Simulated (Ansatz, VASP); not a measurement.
# One calculation of MoS2, two programs

File POSCAR:

```
MoS2
1.0
    3.1845928805      0.0000000000      0.0000000000
   -1.5922964402      2.7579383352      0.0000000000
    0.0000000000      0.0000000000     12.9639414742
Mo S
2 4
Direct
    0.3333333333      0.6666666667      0.2500000000
    0.6666666667      0.3333333333      0.7500000000
    0.3333333333      0.6666666667      0.6302475851
    0.6666666667      0.3333333333      0.1302475851
    0.3333333333      0.6666666667      0.8697524149
    0.6666666667      0.3333333333      0.3697524149
```

File INCAR.step1:

```
PREC = Accurate
ENCUT = 520
ISMEAR = 0
SIGMA = 0.05
LREAL = F
LASPH = T
NELM = 150
ISPIN = 2
MAGMOM = 2 2 0 0 0 0
LMAXMIX = 4
NBANDS = 39
GGA = PE
ALGO = Normal
EDIFF = 1E-4
LWAVE = T
LCHARG = F
```

Contents of INCAR.step2:

```
PREC = Accurate
ENCUT = 520
EDIFF = 1E-7
ISMEAR = 0
SIGMA = 0.05
LREAL = F
LASPH = T
NELM = 150
ALGO = Normal
ISIF = 2
LWAVE = F
LCHARG = T
ISPIN = 2
MAGMOM = 2 2 0 0 0 0
LORBIT = 11
LMAXMIX = 4
METAGGA = R2SCAN
LMIXTAU = T
LELF = T
LVHAR = T
NBANDS = 39
ISTART = 1
```

The input KPOINTS:

```
regular mesh
0
Gamma
  8 8 2
```

Input for Ansatz:

```yaml
crystal:
  lattice:
    - [3.184592880486, -2.886757120616e-11, 0.0]
    - [-1.592296440218, 2.757938335226, 0.0]
    - [0.0, 0.0, 12.9639414742]
  atoms:
    - { symbol: Mo, position: [0.3333333333333, 0.6666666666667, 0.25], spin: 2.0 }
    - { symbol: Mo, position: [0.6666666666667, 0.3333333333333, 0.75], spin: 2.0 }
    - { symbol: S, position: [0.3333333333333, 0.6666666666667, 0.6302475851] }
    - { symbol: S, position: [0.6666666666667, 0.3333333333333, 0.1302475851] }
    - { symbol: S, position: [0.3333333333333, 0.6666666666667, 0.8697524149] }
    - { symbol: S, position: [0.6666666666667, 0.3333333333333, 0.3697524149] }
basis:
  ecutwfc: 500
  ecutrho_ratio: 12
kpoints:
  mp_grid: { grid: [8, 8, 2] }
hamiltonian:
  xc: r2scan
scf:
  occupations: { method: gaussian, width: 0.05 }
  lower_state_search: "off"
output:
  forces: true
  stress: true
magnetization:
  spin_polarized: true
```

Alike in both runs: task single point; functional r2SCAN; k mesh 8 × 8 × 2; occupations gaussian, width 0.05 eV; collinear spin.

|  | VASP | Ansatz |
| --- | --- | --- |
| version | VASP 6.6.1 | Ansatz 0.2.0 |
| potentials or method | VASP PAW PBE potentials, release 64 (Mo_sv, S), cutoff 520 eV | scalar-relativistic, plane waves, PAW |
| valence electrons in the cell | 52 | 52 |

VASP gave:

| Quantity | Value |
| --- | --- |
| pressure (GPa) | 0.1 |
| net moment per atom (μB) | 0.00 |

Task: What did Ansatz give for the same quantities?

Result: Pressure (GPa): 0.0; net moment per atom (μB): 0.00.

VASP's potentials were made for PBE, not for r2SCAN. The functional is the same, so the differences come from potentials, cutoffs and numerics. Ansatz's warnings: seeded moment not kept, stability check not made.
